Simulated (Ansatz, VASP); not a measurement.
One calculation of Sb2Se3, two programs

```xyz
5
Lattice="4.3369 0.0000 0.0000 0.0000 4.3369 0.0000 0.0000 0.0000 8.3358" Properties=species:S:1:pos:R:3 pbc="T T T"
Sb    2.1685    2.1685    5.6962
Sb    2.1685    2.1685    2.6396
Se    2.1685    2.1685    0.0000
Se    0.0000    0.0000    2.9693
Se    0.0000    0.0000    5.3664
```

Alike in both runs: functional PBE; k mesh 3 × 3 × 2; occupations gaussian, width 0.15 eV; no spin polarisation.

Ansatz relaxed the structure, and its values are those at the end. VASP's run is a single point on that final structure, the one shown.

|  | VASP | Ansatz |
| --- | --- | --- |
| version | VASP 6.6.1 | Ansatz 0.2.0 |
| potentials or method | VASP PAW PBE potentials, release 64 (Sb, Se), cutoff 500 eV | scalar-relativistic, plane waves, PAW |
| valence electrons in the cell | 28 | 78 |

VASP gave:

| Property | Result |
| --- | --- |
| gap on the k mesh at the Fermi level (eV) | none |
| pressure (GPa) | -0.1 |
| rms of the force components (eV/Å) | 0.006 |

Question: Estimate Ansatz's values.

Answer: gap on the k mesh at the Fermi level (eV): none; pressure (GPa): 0.0; rms of the force components (eV/Å): 0.003.

A gap of «none» marks a metal or a gap that the smearing closes. The functional is the same, so the differences come from potentials, cutoffs and numerics. VASP's potentials hold 28 valence electrons a cell and Ansatz's 78, so a difference there can come from the potentials and not from the codes.

The k mesh is coarse, so the values compare programs but aren't converged. Spin-orbit coupling is off throughout.
